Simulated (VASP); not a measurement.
A run of VASP 6.6.1 is set up as follows.

POSCAR

```
MgO
1.0
    0.0000000000      2.0445889312      2.0445889312
    2.0445889312      0.0000000000      2.0445889312
    2.0445889312      2.0445889312      0.0000000000
Mg O
1 1
Direct
    0.0000000000      0.0000000000      0.0000000000
    0.5000000000      0.5000000000      0.5000000000
```

File INCAR.step1:

```
PREC = Accurate ; ENCUT = 660
ISMEAR = 0 ; SIGMA = 0.05
LREAL = F ; LASPH = T
NELM = 120 ; NBANDS = 15
GGA = PE ; ALGO = Normal
EDIFF = 1E-5 ; LWAVE = T
LCHARG = F ; GGA_COMPAT = F
```

INCAR.step2

```
PREC = Accurate ; ENCUT = 660
EDIFF = 1E-6 ; ISMEAR = 0
SIGMA = 0.05 ; LREAL = F
LASPH = T ; NELM = 120
ALGO = Normal ; ISIF = 2
LWAVE = F ; LCHARG = F
METAGGA = R2SCAN ; LMIXTAU = T
NBANDS = 15 ; ISTART = 1
GGA_COMPAT = F
```

Contents of KPOINTS:

```
regular mesh
0
Gamma
  8 8 8
```

Potentials or basis: VASP PAW PBE potentials, release 64 (Mg_sv, O).

Command:

```console
$ cat potpaw_PBE.64/Mg_sv/POTCAR potpaw_PBE.64/O/POTCAR > POTCAR
$ cp INCAR.step1 INCAR
$ mpirun -np 1 vasp_std > vasp.out
$ cp INCAR.step2 INCAR
$ mpirun -np 1 vasp_std > vasp.out
```

Problem. Predict the band gap on the k mesh.

Solution. 6.60 eV, direct.

Problem. Predict the pressure.

Solution. 16.6 GPa.

Caveat: the PAW data sets were made with another functional, which shifts forces and pressure a little.
